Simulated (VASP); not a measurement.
C: single point with PBE+D3(BJ)

C, a slab with vacuum:

```
C
1.0
     2.46572    0.00000    0.00000
    -1.23286    2.13538    0.00000
     0.00000    0.00000   17.50000
C
4
Cartesian
  0.0000 1.4236 4.5000
  1.2329 0.7118 4.5000
  -0.4110 2.8472 7.8100
  0.8219 2.1354 7.8100
```

This cell differs from its parent crystal: layers slid over each other.

```
Program             : VASP 6.6.1
Task                : single point
Functional          : PBE
Dispersion          : D3(BJ)
Potentials or basis : VASP PAW PBE potentials, release 64 (C)
Cutoff              : 520 eV
k mesh              : 15 × 15 × 1
Occupations         : gaussian, width 0.1 eV
Spin                : no spin polarisation
```

```
Largest force              : 0.027 eV/Å
Dispersion energy per atom : -0.121 eV
```

Forces on the atoms (eV/Å):
```
C   -0.004  0.004 -0.027
C   -0.007  0.002 -0.013
C    0.007 -0.002  0.013
C    0.004 -0.004  0.027
```

It took 5 min on 1 thread of Intel Xeon 8259CL, with other jobs on the host, peak memory 0.28 GiB.

Caveat: the cell differs from its parent crystal (layers slid over each other).
